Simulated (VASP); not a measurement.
H3C5, 32 atoms in the cell. The cell holds a slab with vacuum, 32 atoms: a = 5.049 Å, b = 5.049 Å, c = 18.136 Å, α = 90.00°, β = 90.00°, γ = 90.00°. 

| Item | Value |
| --- | --- |
| Program | VASP 6.6.1 |
| Task | single point |
| Functional | PBE |
| Dispersion | D3(BJ) |
| Potentials or basis | VASP PAW PBE potentials, release 64 (H, C) |
| Cutoff | 520 eV |
| k mesh | 2 × 2 × 1 |
| Occupations | fermi-dirac, width 0.05 eV |
| Spin | no spin polarisation |
| Dipole correction | no |
| Further INCAR settings | LREAL = Auto; ALGO = Normal; EDIFF = 1e-06; NBANDS = 68 |

Potentials or basis: VASP PAW PBE potentials, release 64 (H, C).

The run is started by

```bash
$ cat potpaw_PBE.64/H/POTCAR potpaw_PBE.64/C/POTCAR > POTCAR
$ mpirun -np 1 vasp_std > vasp.out
```

Hardware: 1 thread of Intel Xeon 8259CL, on a shared host.

Question: How long does it take, and how much memory?

Answer: Run time: 9 min on 1 thread of Intel Xeon 8259CL, on a shared host, peak memory 0.53 GiB. Counts: scf iterations 27, k points 4.
